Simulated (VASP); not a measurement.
A run of VASP 6.6.1 is set up as follows.

File POSCAR:

```
SiO2
1.0
    5.0562992907      0.0000000000      0.0000000000
    0.0000000000      5.0562992907      0.0000000000
    0.0000000000      0.0000000000      7.0245090018
Si O
4 8
Direct
    0.2056107609      0.2056107609      0.0000000000
    0.2943892391      0.7056107609      0.7500000000
    0.7056107609      0.2943892391      0.2500000000
    0.7943892391      0.7943892391      0.5000000000
    0.5930291886      0.7411652761      0.6737900311
    0.4069708114      0.2588347239      0.1737900311
    0.7411652761      0.5930291886      0.3262099689
    0.2411652761      0.9069708114      0.9237900311
    0.2588347239      0.4069708114      0.8262099689
    0.0930291886      0.7588347239      0.5762099689
    0.9069708114      0.2411652761      0.0762099689
    0.7588347239      0.0930291886      0.4237900311
```

INCAR.step1

```
SYSTEM = SiO2
PREC = Accurate
ENCUT = 520
ISMEAR = 0
SIGMA = 0.02
LREAL = .False.
LASPH = .True.
NELM = 60
NBANDS = 44
GGA = PE
ALGO = Normal
EDIFF = 1E-4
LWAVE = .True.
LCHARG = .False.
```

The input INCAR.step2:

```
SYSTEM = SiO2
PREC = Accurate
ENCUT = 520
EDIFF = 1E-7
ISMEAR = 0
SIGMA = 0.02
LREAL = .False.
LASPH = .True.
NELM = 60
ALGO = Normal
ISIF = 2
LWAVE = .False.
LCHARG = .False.
METAGGA = R2SCAN
LMIXTAU = .True.
NBANDS = 44
ISTART = 1
```

Contents of KPOINTS:

```
regular mesh
0
Gamma
  6 6 4
  0 0 0
```

Potentials or basis: VASP PAW PBE potentials, release 64 (Si, O).

Launch:

```bash
$ cat potpaw_PBE.64/Si/POTCAR potpaw_PBE.64/O/POTCAR > POTCAR
$ cp INCAR.step1 INCAR
$ mpirun -np 1 vasp_std > vasp.out
$ cp INCAR.step2 INCAR
$ mpirun -np 1 vasp_std > vasp.out
```

(1) Predict the pressure.

(2) Predict the largest force.

(3) Estimate the band gap on the k mesh.

Answers

(1) -0.5 GPa.

(2) 0.025 eV/Å.

(3) 6.25 eV.

Caveat: the cell differs from its parent crystal (equal strain along all axes, cell held: +1.5 %, then relaxed in part); the PAW data sets were made with another functional, which shifts forces and pressure a little.
